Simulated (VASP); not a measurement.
Input of a VASP 6.6.1 run:

POSCAR

```
CdS
1.0
    0.0000000000      2.6711124254      2.6711124254
    2.6711124254      0.0000000000      2.6711124254
    2.6711124254      2.6711124254      0.0000000000
Cd S
1 1
Direct
    0.0000000000      0.0000000000      0.0000000000
    0.5000000000      0.5000000000      0.5000000000
```

INCAR.step1

```
SYSTEM = CdS
PREC     = Accurate       ! precision mode
ENCUT    = 520            ! plane-wave cutoff, eV
ISMEAR   = 0              ! smearing method
SIGMA    = 0.01           ! smearing width, eV
LREAL    = .False.        ! projectors in reciprocal space
LASPH    = .True.         ! aspherical terms in the spheres
NELM     = 100            ! most SCF steps
NBANDS   = 16             ! bands
GGA      = PE             ! functional
ALGO     = Normal         ! electronic algorithm
EDIFF    = 1E-4           ! SCF threshold, eV
LWAVE    = .True.         ! write WAVECAR
LCHARG   = .False.        ! write CHGCAR
```

INCAR.step2

```
SYSTEM = CdS
PREC     = Accurate       ! precision mode
ENCUT    = 520            ! plane-wave cutoff, eV
EDIFF    = 1E-7           ! SCF threshold, eV
ISMEAR   = 0              ! smearing method
SIGMA    = 0.01           ! smearing width, eV
LREAL    = .False.        ! projectors in reciprocal space
LASPH    = .True.         ! aspherical terms in the spheres
NELM     = 100            ! most SCF steps
ALGO     = Normal         ! electronic algorithm
ISIF     = 2              ! what is computed and relaxed
LWAVE    = .False.        ! write WAVECAR
LCHARG   = .False.        ! write CHGCAR
METAGGA  = R2SCAN         ! meta-GGA
LMIXTAU  = .True.       
NBANDS   = 16             ! bands
ISTART   = 1
```

KPOINTS

```
regular mesh
0
Gamma
  6 6 6
  0 0 0
```

Potentials or basis: VASP PAW PBE potentials, release 64 (Cd, S).

Run with:

```bash
$ cat potpaw_PBE.64/Cd/POTCAR potpaw_PBE.64/S/POTCAR > POTCAR
$ cp INCAR.step1 INCAR
$ mpirun -np 1 vasp_std > vasp.out
$ cp INCAR.step2 INCAR
$ mpirun -np 1 vasp_std > vasp.out
```

Question: What does it give for the pressure?

Answer: 6.5 GPa.

Question: Predict the band gap on the k mesh.

Answer: 0.72 eV, indirect (least direct gap 2.82 eV).

Caveat: the PAW data sets were made with another functional, which shifts forces and pressure a little. A k mesh can miss the band edges.
